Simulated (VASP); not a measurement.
# BeTe in VASP: notebook

The runs below take BeTe through single point, with r2SCAN, PBE, HSE06.

Everything below comes from runs of VASP 6.6.1. Logs are shortened: lines on timing, memory, paths and dates and some standing lists are left out, and cuts for length are marked.

## Step 1: The cell of the first run

It takes space group F-43m (No. 216, cubic). The conventional cell has a = 5.940 Å, b = 5.940 Å, c = 5.940 Å, α = 90.00°, β = 90.00°, γ = 90.00°. Within 3.4 Å of Be (site symmetry -43m) lie 4 Te at 2.57 Å. Within 3.4 Å of Te (site symmetry -43m) lie 4 Be at 2.57 Å.

## Step 2: Single point, r2SCAN (strain +5.0%)

POSCAR

```
BeTe
1.0
    0.0000000000      2.9700548088      2.9700548088
    2.9700548088      0.0000000000      2.9700548088
    2.9700548088      2.9700548088      0.0000000000
Be Te
1 1
Direct
    0.0000000000      0.0000000000      0.0000000000
    0.2500000000      0.2500000000      0.2500000000
```

INCAR.step1

```
ALGO = Normal ; EDIFF = 1E-4
ENCUT = 520 ; GGA = PE
ISMEAR = 0 ; LASPH = True
LCHARG = False ; LREAL = False
LWAVE = True ; NBANDS = 11
NELM = 60 ; PREC = Accurate
SIGMA = 0.01
```

INCAR.step2

```
ALGO = Normal ; EDIFF = 1E-7
ENCUT = 520 ; ISIF = 2
ISMEAR = 0 ; ISTART = 1
LASPH = True ; LCHARG = False
LMIXTAU = True ; LREAL = False
LWAVE = False ; METAGGA = R2SCAN
NBANDS = 11 ; NELM = 60
PREC = Accurate ; SIGMA = 0.01
```

KPOINTS

```
k-points
0
Gamma
  8 8 8
```

Potentials or basis: VASP PAW PBE potentials, release 64 (Be, Te).

The run is started by

```
cat potpaw_PBE.64/Be/POTCAR potpaw_PBE.64/Te/POTCAR > POTCAR
cp INCAR.step1 INCAR
mpirun -np 1 vasp_std > vasp.out
cp INCAR.step2 INCAR
mpirun -np 1 vasp_std > vasp.out
```

OUTCAR:

```text
EDIFF = 1E-7
   ENCUT = 520
   ISIF = 2
   ISMEAR = 0
   ISTART = 1
   LASPH = True
   LREAL = False
   METAGGA = R2SCAN
   NELM = 60
   PREC = Accurate

 ion  position               nearest neighbor table
   1  0.000  0.000  0.000-   2 2.57   2 2.57   2 2.57   2 2.57
   2  0.250  0.250  0.250-   1 2.57   1 2.57   1 2.57   1 2.57

  LATTYP: Found a face centered cubic cell.
 ALAT       =     5.9401096176

  Lattice vectors:

 A1 = (   0.0000000000,   2.9700548088,   2.9700548088)
 A2 = (   2.9700548088,   0.0000000000,   2.9700548088)
 A3 = (   2.9700548088,   2.9700548088,   0.0000000000)

Analysis of symmetry for initial positions (statically):
=====================================================================
 Subroutine PRICEL returns:
 Original cell was already a primitive cell.

 Routine SETGRP: Setting up the symmetry group for a
 face centered cubic supercell.

 Subroutine GETGRP returns: Found 24 space group operations
 (whereof 24 operations were pure point group operations)
 out of a pool of 48 trial point group operations.

The static configuration has the point symmetry T_d .

Analysis of symmetry for dynamics (positions and initial velocities):
=====================================================================
 Subroutine PRICEL returns:
 Original cell was already a primitive cell.

 Routine SETGRP: Setting up the symmetry group for a
 face centered cubic supercell.

 Subroutine GETGRP returns: Found 24 space group operations
 (whereof 24 operations were pure point group operations)
 out of a pool of 48 trial point group operations.

The dynamic configuration has the point symmetry T_d .

 Subroutine INISYM returns: Found 24 space group operations
 (whereof 24 operations are pure point group operations),
 and found     1 'primitive' translations

----------------------------------------------------------------------------------------

                                     Primitive cell

  volume of cell :      52.3990

  direct lattice vectors                    reciprocal lattice vectors
     0.000000000  2.970054809  2.970054809    -0.168347062  0.168347062  0.168347062
     2.970054809  0.000000000  2.970054809     0.168347062 -0.168347062  0.168347062
     2.970054809  2.970054809  0.000000000     0.168347062  0.168347062 -0.168347062

  length of vectors
     4.200291792  4.200291792  4.200291792     0.291585664  0.291585664  0.291585664

  position of ions in fractional coordinates (direct lattice)
     0.000000000  0.000000000  0.000000000
     0.250000000  0.250000000  0.250000000

  ion indices of the primitive-cell ions
   primitive index   ion index
                 1           1
                 2           2

----------------------------------------------------------------------------------------

 KPOINTS: k-points

Automatic generation of k-mesh.
 Grid dimensions read from file:
 generate k-points for:    8    8    8

 Generating k-lattice:

  Cartesian coordinates                     Fractional coordinates (reciprocal lattice)
    -0.021043383  0.021043383  0.021043383     0.125000000  0.000000000  0.000000000
     0.021043383 -0.021043383  0.021043383     0.000000000  0.125000000  0.000000000
     0.021043383  0.021043383 -0.021043383     0.000000000  0.000000000  0.125000000

  Length of vectors
     0.036448208  0.036448208  0.036448208

  Shift w.r.t. Gamma in fractional coordinates (k-lattice)
     0.000000000  0.000000000  0.000000000

 Subroutine IBZKPT returns following result:
 ===========================================

 Found     29 irreducible k-points:

 Following reciprocal coordinates:
            Coordinates               Weight
  0.000000  0.000000  0.000000      1.000000
  0.125000  0.000000  0.000000      8.000000
  0.250000  0.000000  0.000000      8.000000
  0.375000  0.000000  0.000000      8.000000
  0.500000  0.000000  0.000000      4.000000
  0.125000  0.125000  0.000000      6.000000
[... 16 lines left out ...]
  0.500000  0.250000  0.125000     48.000000
 -0.375000  0.250000  0.125000     24.000000
 [... further k-points ...]
   k-points           NKPTS =     29   k-points in BZ     NKDIM =     29   number of bands    NBANDS=     11
   number of dos      NEDOS =    301   number of ions     NIONS =      2
   total plane-waves  NPLWV =  32768
   dimension x,y,z NGX =    32 NGY =   32 NGZ =   32
   dimension x,y,z NGXF=    64 NGYF=   64 NGZF=   64
   ions per type =               1   1
   NGX,Y,Z   is equivalent  to a cutoff of  12.67, 12.67, 12.67 a.u.
   NGXF,Y,Z  is equivalent  to a cutoff of  25.33, 25.33, 25.33 a.u.
 SYSTEM =  unknown system
   PREC   = accura    normal or accurate (medium, high low for compatibility)
   ISTART =      1    job   : 0-new  1-cont  2-samecut
   ICHARG =      0    charge: 1-file 2-atom 10-const
   ISPIN  =      1    spin polarized calculation?
   LNONCOLLINEAR =      F non collinear calculations
   LSORBIT =      F    spin-orbit coupling
   LASPH  =      T    aspherical Exc in radial PAW
   ENCUT  =  520.0 eV  38.22 Ry    6.18 a.u.   7.81  7.81  7.81*2*pi/ulx,y,z
   NELM   =     60;   NELMIN=  2; NELMDL=  0     # of ELM steps
   EDIFF  = 0.1E-06   stopping-criterion for ELM
   LREAL  =      F    real-space projection
   EDIFFG = 0.1E-05   stopping-criterion for IOM
   NSW    =      0    number of steps for IOM
   IBRION =     -1    ionic relax: 0-MD 1-quasi-New 2-CG
   NFREE  =      0    steps in history (QN), initial steepest desc. (CG)
   ISIF   =      2    stress and relaxation
   ISYM   =      2    0-nonsym 1-usesym 2-fastsym
   POTIM  = 0.5000    time-step for ionic-motion
   TEBEG  =    0.0;   TEEND  =   0.0 temperature during run
   PSTRESS=    0.0 pullay stress
   NELECT =       8.0000    total number of electrons
   NUPDOWN=      -1.0000    fix difference up-down
   EMIN   =  10.00;   EMAX   =-10.00  energy-range for DOS
   EFERMI =   0.00;   METHOD = LEGACY
   ISMEAR =     0;   SIGMA  =   0.01  broadening in eV -4-tet -1-fermi 0-gaus
   EFERMI_NEDOS =   21; number of points for ismear=-14 and -15
   IALGO  =     38    algorithm
   IMIX   =      4    mixing-type and parameters
     AMIX     =   0.40;   BMIX     =  1.00
     AMIX_MAG =   1.60;   BMIX_MAG =  1.00
  volume/ion in A,a.u.               =      26.20       176.80
  Fermi-wavevector in a.u.,A,eV,Ry     =   0.874978  1.653468 10.416432  0.765586
  Thomas-Fermi vector in A             =   1.994584
   LORBIT       =      0    0 simple, 1 ext, 2 COOP (PROOUT), +10 PAW based schemes
   METAGGA = R2SCAN    functional components
   LHFCALC =     F    Hartree Fock is set to
   AEXX    =    0.0000 exact exchange contribution
   IVDW    =     0    specifies the selected vdW correction
   LEPSILON=     F    determine dielectric tensor
   LRPA    =     F    only Hartree local field effects (RPA)
 non-spin polarized calculation
 Gauss-broadening in eV      SIGMA  =   0.01
  energy-cutoff  :      520.00
  volume of cell :       52.40
 maximum number of plane-waves:      1424
   NGX = 15   NGY = 15   NGZ = 15

 number of electron       7.9999999 magnetization

 Free energy of the ion-electron system (eV)
  ---------------------------------------------------
  ext. energy  EPLUGINS =         0.00000000
  ---------------------------------------------------
  free energy    TOTEN  =       -30.52622873 eV

  energy without entropy =      -30.52622873  energy(sigma->0) =      -30.52622873

 E-fermi :   3.3748     XC(G=0):  -8.8287

 val. band max:        3.2711072430   @ k =   0.0000   0.0000   0.0000
 cond. band min:       5.9478502039   @ k =   0.5000   0.5000   0.0000
 fundamental gap:      2.6767429609
 Fermi energy:         3.3747540639

 k-point     1 :       0.0000    0.0000    0.0000
  band No.  band energies     occupation
      1      -8.5245      2.00000
      2       3.2711      2.00000
      3       3.2711      2.00000
      4       3.2711      2.00000
      5       6.6002      0.00000
      6       7.4052      0.00000
      7       7.4052      0.00000
      8       7.4052      0.00000
      9      11.9671      0.00000
     10      13.7030      0.00000
     11      13.7030      0.00000

 k-point     2 :       0.1250    0.0000    0.0000
  band No.  band energies     occupation
      1      -8.4013      2.00000
      2       2.1303      2.00000
      3       3.0928      2.00000
      4       3.0928      2.00000
      5       6.8829      0.00000
      6       7.6902      0.00000
      7       7.6902      0.00000
      8       8.1886      0.00000
      9      12.4255      0.00000
     10      12.9708      0.00000
     11      12.9708      0.00000

 k-point     3 :       0.2500    0.0000    0.0000
  band No.  band energies     occupation
      1      -8.0680      2.00000
      2       0.3729      2.00000
      3       2.7396      2.00000
      4       2.7396      2.00000
      5       6.6681      0.00000
      6       8.1695      0.00000
      7       8.1695      0.00000
      8      10.0796      0.00000
      9      12.7103      0.00000
     10      12.7103      0.00000
     11      12.7830      0.00000

 k-point     4 :       0.3750    0.0000    0.0000
  band No.  band energies     occupation
      1      -7.6622      2.00000
      2      -0.9920      2.00000
      3       2.4551      2.00000
      4       2.4551      2.00000
      5       6.4584      0.00000
      6       8.3401      0.00000
      7       8.3401      0.00000
      8      11.5004      0.00000
      9      12.9984      0.00000
     10      13.6298      0.00000
     11      13.6298      0.00000
[... 239 lines left out ...]
 k-point    22 :       0.3750    0.2500    0.1250
  band No.  band energies     occupation
      1      -7.7965      2.00000
      2       0.0879      2.00000
      3       1.4455      2.00000
      4       2.2831      2.00000
      5       7.3352      0.00000
      6       8.0389      0.00000
      7       9.1376      0.00000
      8       9.7045      0.00000
      9      12.3640      0.00000
     10      14.0642      0.00000
     11      14.4518      0.00000

 k-point    23 :       0.5000    0.2500    0.1250
  band No.  band energies     occupation
      1      -7.4427      2.00000
      2      -0.7853      2.00000
      3       0.9503      2.00000
      4       1.9159      2.00000
      5       7.6314      0.00000
      6       8.2186      0.00000
      7       9.4285      0.00000
      8      10.3391      0.00000
      9      13.3113      0.00000
     10      13.6117      0.00000
     11      15.5643      0.00000

 k-point    24 :      -0.3750    0.2500    0.1250
  band No.  band energies     occupation
      1      -7.2728      2.00000
      2      -1.1799      2.00000
      3       0.8334      2.00000
      4       1.7361      2.00000
      5       7.6719      0.00000
      6       8.1035      0.00000
      7      10.0249      0.00000
      8      11.1309      0.00000
      9      12.0261      0.00000
     10      14.9939      0.00000
     11      15.4182      0.00000

 [... further k-points ...]
[... 5 lines left out ...]
  --------------------------------------------------------------------------------------
  -------------------------------------------------------------------------------------
  Total       -2.1155616     -2.1155616     -2.1155616      0.0000000      0.0000000      0.0000000
  in kB      -64.6863831    -64.6863831    -64.6863831      0.0000000      0.0000000      0.0000000
  external PRESSURE =     -64.6863831 kB  Pullay stress =       0.0000000 kB

 VOLUME and BASIS-vectors are now :
 -----------------------------------------------------------------------------
  energy-cutoff  :      520.00
  volume of cell :       52.40
      direct lattice vectors                 reciprocal lattice vectors
     0.000000000  2.970054809  2.970054809    -0.168347062  0.168347062  0.168347062
     2.970054809  0.000000000  2.970054809     0.168347062 -0.168347062  0.168347062
     2.970054809  2.970054809  0.000000000     0.168347062  0.168347062 -0.168347062

 POSITION                                       TOTAL-FORCE (eV/Angst)
 -----------------------------------------------------------------------------------
      0.00000      0.00000      0.00000         0.000000      0.000000      0.000000
      1.48503      1.48503      1.48503        -0.000000     -0.000000     -0.000000
 -----------------------------------------------------------------------------------
    total drift:                                0.000000      0.000000      0.000000

  FREE ENERGIE OF THE ION-ELECTRON SYSTEM (eV)
  ---------------------------------------------------
  free  energy   TOTEN  =       -30.5262287323 eV

  energy  without entropy=      -30.5262287323  energy(sigma->0) =      -30.52622873
```

It took 1.7 min on 1 thread of AMD EPYC 7R13, shared host; peak memory 0.16 GiB.

What came out:

| Quantity | Value |
| --- | --- |
| Free energy | -30.5262 eV |
| Pressure | -6.5 GPa |
| Band gap on the k mesh | 2.68 eV, indirect (least direct gap 3.33 eV) |

Caveat: the cell differs from its parent crystal (strain +5.0%); the PAW data sets were made with another functional, which shifts forces and pressure a little; spin-orbit coupling is left out, which moves the levels of the heavy elements.

(Continued in part 2 of 2.)
